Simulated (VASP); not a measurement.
# HfSiO4 (F222) in VASP: further runs

HfSiO4 is run at these levels: PBE; tasks: relaxation of cell and atoms, single point.

Everything below comes from runs of VASP 6.6.1. Logs are shortened: lines on timing, memory, paths and dates and some standing lists are left out, and cuts for length are marked.

### 1 The cell of the first run

The structure is orthorhombic, space group F222 (No. 22). Conventional cell: a = 5.324 Å, b = 7.131 Å, c = 8.467 Å, α = 90.00°, β = 90.00°, γ = 90.00°. Within 3.0 Å of Hf (site symmetry 222) lie 8 O at 2.25 to 2.77 Å. Within 1.8 Å of Si (site symmetry 222) lie 2 O at 1.35 Å. Within 1.8 Å of O (site symmetry 2) lie 1 Si at 1.35 Å. O (site symmetry 2) has 6 O at 2.21 to 2.80 Å and 2 Hf at 2.25 Å and 1 Si at 2.46 Å within 2.9 Å.

### 2 Relaxation of cell and atoms, PBE

Input file INCAR:

```
SYSTEM = HfSiO4
ALGO     = Normal         ! electronic algorithm
EDIFF    = 1E-6           ! SCF threshold, eV
EDIFFG   = -0.04          ! ionic threshold
ENCUT    = 600            ! plane-wave cutoff, eV
GGA      = PE             ! functional
IBRION   = 2              ! ionic algorithm
ISIF     = 3              ! what is computed and relaxed
ISMEAR   = 0              ! smearing method
LASPH    = .True.         ! aspherical terms in the spheres
LCHARG   = .False.        ! write CHGCAR
LREAL    = .False.        ! projectors in reciprocal space
LWAVE    = .False.        ! write WAVECAR
NELM     = 80             ! most SCF steps
NSW      = 90             ! ionic steps
PREC     = Accurate       ! precision mode
SIGMA    = 0.1            ! smearing width, eV
```

Input file KPOINTS:

```
k-points
0
Gamma
  4 4 4
  0 0 0
```

Input file POSCAR:

```
HfSiO4
1.0
    0.0000000000      3.5654508900      4.2333455700
    2.6620012400      0.0000000000      4.2333455700
    2.6620012400      3.5654508900      0.0000000000
Hf Si O
1 1 4
Direct
    0.2500000000      0.2500000000      0.2500000000
    0.5000000000      0.5000000000      0.5000000000
    0.2471317500      0.7528682500      0.7528682500
    0.7528682500      0.2471317500      0.2471317500
    0.2097863200      0.2097863200      0.7902136800
    0.7902136800      0.7902136800      0.2097863200
```

Potentials or basis: VASP PAW PBE potentials, release 64 (Hf_pv, Si, O).

Started as:

```sh
cat potpaw_PBE.64/Hf_pv/POTCAR potpaw_PBE.64/Si/POTCAR potpaw_PBE.64/O/POTCAR > POTCAR
mpirun -np 1 vasp_std > vasp.out
```

OUTCAR:

```text
SYSTEM = HfSiO4
   EDIFF = 1E-6
   EDIFFG = -0.04
   ENCUT = 600
   GGA = PE
   IBRION = 2
   ISIF = 3
   ISMEAR = 0
   LASPH = .True.
   LREAL = .False.
   NELM = 80
   NSW = 90
   PREC = Accurate

 ion  position               nearest neighbor table
   1  0.250  0.250  0.250-   5 2.25   5 2.25   6 2.25   6 2.25   3 2.77   3 2.77   4 2.77   4 2.77
                             2 3.07   2 3.07   2 3.07   2 3.07
   2  0.500  0.500  0.500-   3 1.35   4 1.35   5 2.46   6 2.46   1 3.07   1 3.07   1 3.07   1 3.07

   3  0.247  0.753  0.753-   2 1.35   1 2.77   1 2.77
   4  0.753  0.247  0.247-   2 1.35   1 2.77   1 2.77
   5  0.210  0.210  0.790-   1 2.25   1 2.25   2 2.46
   6  0.790  0.790  0.210-   1 2.25   1 2.25   2 2.46

  LATTYP: Found a face centered orthorhombic cell.
 ALAT       =     5.3240024800
 B/A-ratio  =     1.3393873889
 C/A-ratio  =     1.5902868513

  Lattice vectors:

 A1 = (   0.0000000000,   3.5654508900,   4.2333455700)
 A2 = (   2.6620012400,   0.0000000000,   4.2333455700)
 A3 = (   2.6620012400,   3.5654508900,   0.0000000000)

Analysis of symmetry for initial positions (statically):
=====================================================================
 Subroutine PRICEL returns:
 Original cell was already a primitive cell.

 Routine SETGRP: Setting up the symmetry group for a
 face centered orthorhombic supercell.

 Subroutine GETGRP returns: Found  4 space group operations
 (whereof  4 operations were pure point group operations)
 out of a pool of  8 trial point group operations.

The static configuration has the point symmetry D_2 .

Analysis of symmetry for dynamics (positions and initial velocities):
=====================================================================
 Subroutine PRICEL returns:
 Original cell was already a primitive cell.

 Routine SETGRP: Setting up the symmetry group for a
 face centered orthorhombic supercell.

 Subroutine GETGRP returns: Found  4 space group operations
 (whereof  4 operations were pure point group operations)
 out of a pool of  8 trial point group operations.

The dynamic configuration has the point symmetry D_2 .

 Subroutine INISYM returns: Found  4 space group operations
 (whereof  4 operations are pure point group operations),
 and found     1 'primitive' translations

----------------------------------------------------------------------------------------

                                     Primitive cell

  volume of cell :      80.3594

  direct lattice vectors                    reciprocal lattice vectors
     0.000000000  3.565450890  4.233345570    -0.187828613  0.140234718  0.118109895
     2.662001240  0.000000000  4.233345570     0.187828613 -0.140234718  0.118109895
     2.662001240  3.565450890  0.000000000     0.187828613  0.140234718 -0.118109895

  length of vectors
     5.534767815  5.000746476  4.449571963     0.262479163  0.262479163  0.262479163

  position of ions in fractional coordinates (direct lattice)
     0.250000000  0.250000000  0.250000000
     0.500000000  0.500000000  0.500000000
     0.247131750  0.752868250  0.752868250
     0.752868250  0.247131750  0.247131750
     0.209786320  0.209786320  0.790213680
     0.790213680  0.790213680  0.209786320

  ion indices of the primitive-cell ions
   primitive index   ion index
                 1           1
                 2           2
                 3           3
                 4           4
                 5           5
                 6           6

----------------------------------------------------------------------------------------

 KPOINTS: k-points

Automatic generation of k-mesh.
 Grid dimensions read from file:
 generate k-points for:    4    4    4

 Generating k-lattice:

  Cartesian coordinates                     Fractional coordinates (reciprocal lattice)
    -0.046957153  0.035058679  0.029527474     0.250000000  0.000000000 -0.000000000
     0.046957153 -0.035058679  0.029527474     0.000000000  0.250000000  0.000000000
     0.046957153  0.035058679 -0.029527474    -0.000000000  0.000000000  0.250000000

  Length of vectors
     0.065619791  0.065619791  0.065619791

  Shift w.r.t. Gamma in fractional coordinates (k-lattice)
     0.000000000  0.000000000  0.000000000

 Subroutine IBZKPT returns following result:
 ===========================================

 Found     18 irreducible k-points:

 Following reciprocal coordinates:
            Coordinates               Weight
  0.000000  0.000000  0.000000      1.000000
  0.250000  0.000000 -0.000000      8.000000
  0.500000  0.000000 -0.000000      4.000000
  0.250000  0.250000  0.000000      2.000000
  0.500000  0.250000 -0.000000      8.000000
 -0.250000  0.250000  0.000000      4.000000
[... 10 lines left out ...]
 -0.250000  0.250000  0.500000      2.000000
  0.000000  0.500000  0.500000      1.000000
   k-points           NKPTS =     18   k-points in BZ     NKDIM =     18   number of bands    NBANDS=     23
   number of dos      NEDOS =    301   number of ions     NIONS =      6
   total plane-waves  NPLWV =  69120
   dimension x,y,z NGX =    48 NGY =   40 NGZ =   36
   dimension x,y,z NGXF=    96 NGYF=   80 NGZF=   72
   ions per type =               1   1   4
   NGX,Y,Z   is equivalent  to a cutoff of  14.42, 13.30, 13.45 a.u.
   NGXF,Y,Z  is equivalent  to a cutoff of  28.84, 26.60, 26.90 a.u.
 SYSTEM =  HfSiO4
   PREC   = accura    normal or accurate (medium, high low for compatibility)
   ISTART =      0    job   : 0-new  1-cont  2-samecut
   ICHARG =      2    charge: 1-file 2-atom 10-const
   ISPIN  =      1    spin polarized calculation?
   LNONCOLLINEAR =      F non collinear calculations
   LSORBIT =      F    spin-orbit coupling
   LASPH  =      T    aspherical Exc in radial PAW
   ENCUT  =  600.0 eV  44.10 Ry    6.64 a.u.  11.05  9.99  8.89*2*pi/ulx,y,z
   NELM   =     80;   NELMIN=  2; NELMDL= -5     # of ELM steps
   EDIFF  = 0.1E-05   stopping-criterion for ELM
   LREAL  =      F    real-space projection
   EDIFFG = -.4E-01   stopping-criterion for IOM
   NSW    =     90    number of steps for IOM
   IBRION =      2    ionic relax: 0-MD 1-quasi-New 2-CG
   NFREE  =      1    steps in history (QN), initial steepest desc. (CG)
   ISIF   =      3    stress and relaxation
   ISYM   =      2    0-nonsym 1-usesym 2-fastsym
   POTIM  = 0.5000    time-step for ionic-motion
   TEBEG  =    0.0;   TEEND  =   0.0 temperature during run
   PSTRESS=    0.0 pullay stress
   NELECT =      38.0000    total number of electrons
   NUPDOWN=      -1.0000    fix difference up-down
   EMIN   =  10.00;   EMAX   =-10.00  energy-range for DOS
   EFERMI =   0.00;   METHOD = LEGACY
   ISMEAR =     0;   SIGMA  =   0.10  broadening in eV -4-tet -1-fermi 0-gaus
   EFERMI_NEDOS =   21; number of points for ismear=-14 and -15
   IALGO  =     38    algorithm
   IMIX   =      4    mixing-type and parameters
     AMIX     =   0.40;   BMIX     =  1.00
     AMIX_MAG =   1.60;   BMIX_MAG =  1.00
  volume/ion in A,a.u.               =      13.39        90.38
  Fermi-wavevector in a.u.,A,eV,Ry     =   1.275432  2.410217 22.132953  1.626726
  Thomas-Fermi vector in A             =   2.408144
   LORBIT       =      0    0 simple, 1 ext, 2 COOP (PROOUT), +10 PAW based schemes
   GGA     = PE    functional components
   LHFCALC =     F    Hartree Fock is set to
   AEXX    =    0.0000 exact exchange contribution
   IVDW    =     0    specifies the selected vdW correction
   LEPSILON=     F    determine dielectric tensor
   LRPA    =     F    only Hartree local field effects (RPA)
 conjugate gradient relaxation of ions
 non-spin polarized calculation
 Gauss-broadening in eV      SIGMA  =   0.10
  energy-cutoff  :      600.00
  volume of cell :       80.36
 maximum number of plane-waves:      2708
 NGX is ok and might be reduce to    48
   NGX = 23   NGY = 19   NGZ = 17

--------------------------------------- Ionic step        1  -------------------------------------------

 number of electron      38.0000001 magnetization

 Free energy of the ion-electron system (eV)
  ---------------------------------------------------
  ext. energy  EPLUGINS =         0.00000000
  ---------------------------------------------------
  free energy    TOTEN  =       -38.54402758 eV

  energy without entropy =      -38.53148858  energy(sigma->0) =      -38.53775808

 E-fermi :   3.2887     XC(G=0):  -9.9992

 val. band max:        3.2862632582   @ k =   0.5000   0.0000   0.5000
 cond. band min:       3.3783024186   @ k =   0.2500   0.0000  -0.0000
 fundamental gap:      0.0920391604
 Fermi energy:         3.2887373474

 k-point     1 :       0.0000    0.0000    0.0000
  band No.  band energies     occupation
      1     -29.1801      2.00000
      2     -28.8333      2.00000
      3     -28.5408      2.00000
      4     -17.8568      2.00000
      5     -16.4127      2.00000
      6     -13.6849      2.00000
[... 570 lines left out ...]
  FREE ENERGIE OF THE ION-ELECTRON SYSTEM (eV)
  ---------------------------------------------------
  free  energy   TOTEN  =       -36.0059087109 eV

  energy  without entropy=      -35.9856233230  energy(sigma->0) =      -35.99576602

 E-fermi :   2.8578     XC(G=0):  -9.9441

 val. band max:        2.8442548806   @ k =   0.5000  -0.0000   0.2500
 cond. band min:       2.8798916501   @ k =   0.2500   0.2500   0.0000
 fundamental gap:      0.0356367694
 Fermi energy:         2.8577841555

 k-point     1 :       0.0000    0.0000    0.0000
  band No.  band energies     occupation
      1     -29.4277      2.00000
      2     -29.1438      2.00000
      3     -28.9650      2.00000
      4     -16.3831      2.00000
      5     -14.8252      2.00000
      6     -14.2126      2.00000
[... 457 lines left out ...]
     22       5.4410      0.00000
     23       5.4422      0.00000

 E-fermi :   3.2155     XC(G=0): -10.0211

 val. band max:        3.1560823967   @ k =   0.2500   0.0000   0.2500
 cond. band min:       3.2526921994   @ k =   0.0000   0.2500   0.2500
 fundamental gap:      0.0966098028
 Fermi energy:         3.2155334585

 k-point     1 :       0.0000    0.0000    0.0000
  band No.  band energies     occupation
      1     -29.2010      2.00000
      2     -28.9054      2.00000
      3     -28.6710      2.00000
      4     -16.6401      2.00000
      5     -15.2359      2.00000
      6     -13.8371      2.00000
[... 457 lines left out ...]
     22       5.6876      0.00000
     23       6.1105      0.00000

[... ionic steps 4 to 22 ...]

--------------------------------------- Ionic step       23  -------------------------------------------

 number of electron      38.0000000 magnetization

------------------------ aborting loop because EDIFF is reached ----------------------------------------

  FORCE on cell =-STRESS in cart. coord.  units (eV):
  Direction    XX          YY          ZZ          XY          YZ          ZX
  --------------------------------------------------------------------------------------
  -------------------------------------------------------------------------------------
  Total       -0.2070919     -0.2083661     -0.4259438      0.0000000      0.0000000      0.0000000
  in kB       -4.7782352     -4.8076357     -9.8278110      0.0000000      0.0000000      0.0000000
  external PRESSURE =      -6.4712273 kB  Pullay stress =       0.0000000 kB
[... 65 lines left out ...]
  energy  without entropy=      -49.7372598703  energy(sigma->0) =      -49.73725987

--------------------------------------- Ionic step       25  -------------------------------------------

 number of electron      38.0000001 magnetization

 Free energy of the ion-electron system (eV)
  ---------------------------------------------------
  ext. energy  EPLUGINS =         0.00000000
  ---------------------------------------------------
  free energy    TOTEN  =       -49.73792767 eV

  energy without entropy =      -49.73792767  energy(sigma->0) =      -49.73792767

 E-fermi :   4.6601     XC(G=0): -10.7152

 val. band max:        4.2171994853   @ k =   0.0000   0.0000   0.0000
 cond. band min:       5.4114155248   @ k =   0.0000   0.0000   0.0000
 fundamental gap:      1.1942160395
 Fermi energy:         4.6600823148

 k-point     1 :       0.0000    0.0000    0.0000
  band No.  band energies     occupation
      1     -27.2647      2.00000
      2     -27.2309      2.00000
      3     -27.0873      2.00000
      4     -16.3249      2.00000
      5     -14.8047      2.00000
      6     -13.5183      2.00000
[... 490 lines left out ...]
  FREE ENERGIE OF THE ION-ELECTRON SYSTEM (eV)
  ---------------------------------------------------
  free  energy   TOTEN  =       -49.7379276687 eV

  energy  without entropy=      -49.7379276687  energy(sigma->0) =      -49.73792767

 reached required accuracy - stopping structural energy minimisation
```

Wall time 17 min (1 thread of Intel Xeon 6975P-C, shared host); peak memory 0.29 GiB.

Results:

| Item | Value |
| --- | --- |
| Free energy | -49.7379 eV |
| Relaxed volume | 11.55 Å³/atom |
| Relaxed cell | a = 4.875 Å, b = 5.255 Å, c = 4.148 Å, α = 61.12°, β = 70.71°, γ = 48.17° |
| Space group after relaxing (to 0.05 Å) | F222 (No. 22) |
| Energy gained by relaxing | 1865.7 meV/atom |
| Ionic steps | 25 |
| Pressure after relaxing | -0.1 GPa |
| Largest force after relaxing | 0.008 eV/Å |
| Band gap on the k mesh | 1.19 eV, direct |

Forces on the atoms (eV/Å):
```
Hf   0.000  0.000  0.000
Si   0.000  0.000  0.000
O    0.000  0.000  0.000
O    0.000  0.000  0.000
O    0.000  0.000 -0.008
O    0.000  0.000  0.008
```

The path:
```
step  energy change (eV)  largest force (eV/Å)  pressure (GPa)  volume (Å³)
   1              0.0000               15.7420           25.61        80.36
   2              2.8185                4.1154          -27.05       100.01
   3              2.5381                4.1202          -26.72        98.43
   4              2.0918                4.1001          -25.96        96.75
   5             -0.7764                5.6451          -23.51        89.37
   6             -2.6292                6.0565          -17.88        85.06
   7             -3.0896                4.9341          -10.28        82.76
   8             -7.7376                3.2895           -7.68        76.33
   9             -8.5150                2.9191           -1.44        73.03
  10             -7.3557                4.3088           22.81        65.26
  11             -8.6144                3.1642            4.62        70.61
  12            -10.4621                2.0903            1.16        72.34
  13            -10.6296                3.5006            3.37        72.95
  14            -10.5289                3.6004           -6.26        75.86
  15            -10.9745                1.4022           -4.72        74.42
  16            -11.1400                0.2742           -4.29        71.81
  17            -11.1513                0.5403           -3.91        70.97
  18            -11.1773                0.3860            3.37        68.35
  19            -11.1837                0.2245            0.97        69.14
  20            -11.1911                0.0812            0.16        69.17
  21            -11.1911                0.0818            0.15        69.17
  22            -11.1919                0.0592           -0.03        69.23
  23            -11.1929                0.0936           -0.65        69.44
  24            -11.1932                0.0702           -0.50        69.41
  25            -11.1939                0.0083           -0.09        69.33
```

Final structure:
```cif
data_structure
_symmetry_space_group_name_H-M 'P 1'
_symmetry_Int_Tables_number 1
_cell_length_a 4.8750
_cell_length_b 5.2549
_cell_length_c 4.1484
_cell_angle_alpha 61.119
_cell_angle_beta 70.711
_cell_angle_gamma 48.169
_cell_volume 69.33
loop_
_atom_site_label
_atom_site_type_symbol
_atom_site_fract_x
_atom_site_fract_y
_atom_site_fract_z
_atom_site_occupancy
Hf1 Hf 0.25000 0.25000 0.25000 1
Si1 Si 0.50000 0.50000 0.50000 1
O1 O 0.24333 0.75667 0.75667 1
O2 O 0.75667 0.24333 0.24333 1
O3 O 0.29331 0.29331 0.70669 1
O4 O 0.70669 0.70669 0.29331 1
```

Caveat: spin-orbit coupling is left out, which moves the levels of the heavy elements. As with any semilocal functional, this PBE gap is likely too small.

### 3 Single point, PBE

This run uses another cell than the first one, of 11.65 Å³/atom, 0.870 times its volume.

Input file INCAR:

```
PREC = Accurate
ENCUT = 520
EDIFF = 1E-6
ISMEAR = 0
SIGMA = 0.02
LREAL = False
LASPH = True
NELM = 60
ALGO = Normal
ISIF = 2
LWAVE = False
LCHARG = False
GGA = PE
NBANDS = 28
```

Input file KPOINTS:

```
Automatic mesh
0
Gamma
  8 8 8
```

Input file POSCAR:

```
HfSiO4
1.0
    0.0000000000      3.5151226342      3.8723001390
    2.5679278058      0.0000000000      3.8723001390
    2.5679278058      3.5151226342      0.0000000000
Hf Si O
1 1 4
Direct
    0.7500000000      0.7500000000      0.7500000000
    0.5000000000      0.5000000000      0.5000000000
    0.7378425050      0.2621574950      0.7378425050
    0.2621574950      0.7378425050      0.2621574950
    0.7181380766      0.7181380766      0.2818619234
    0.2818619234      0.2818619234      0.7181380766
```

Potentials or basis: VASP PAW PBE potentials, release 64 (Hf_pv, Si, O).

Started as:

```sh
cat potpaw_PBE.64/Hf_pv/POTCAR potpaw_PBE.64/Si/POTCAR potpaw_PBE.64/O/POTCAR > POTCAR
mpirun -np 1 vasp_std > vasp.out
```

Run time: 3.2 min. Hardware: 1 thread of Intel Xeon 6975P-C, shared host; peak memory 0.32 GiB.

The run converged. Its results:

```yaml
Free_energy: -49.7468 eV
Pressure: -1.2 GPa
Largest_force: 0.094 eV/Å
Band_gap_on_the_k_mesh: 0.93 eV, direct
```

Forces on the atoms (eV/Å):
```
Hf   0.000  0.000  0.000
Si   0.000  0.000  0.000
O    0.000  0.084  0.000
O    0.000 -0.084  0.000
O    0.000  0.000  0.094
O    0.000  0.000 -0.094
```

Stress tensor (GPa, compression positive):
```
-1.65  0.00  0.00
 0.00 -1.13  0.00
 0.00  0.00 -0.92
```

Levels at points of the mesh, in eV from the valence-band top:
```tsv
k point	band 15	band 16	band 17	band 18	band 19	band 20	band 21	band 22	band 23	band 24
(0.00, 0.00, 0.00)	-2.33	-2.12	-1.77	-1.42	0.00	0.93	1.41	3.00	4.07	4.42
(0.50, 0.00, 0.00)	-3.39	-2.95	-2.61	-1.64	-0.98	2.55	3.55	4.09	4.54	4.92
(0.50, 0.50, 0.00)	-3.41	-2.84	-2.51	-1.75	-0.79	3.12	3.19	3.72	3.86	5.29
(0.50, 0.00, 0.50)	-3.63	-3.00	-2.49	-1.15	-0.91	3.06	3.41	4.19	4.48	4.74
(0.00, 0.50, 0.50)	-2.63	-2.40	-1.32	-1.14	-0.68	3.41	4.56	5.38	5.85	6.88
```

Caveat: spin-orbit coupling is left out, which moves the levels of the heavy elements.

(Part 1 of 2 ends here.)
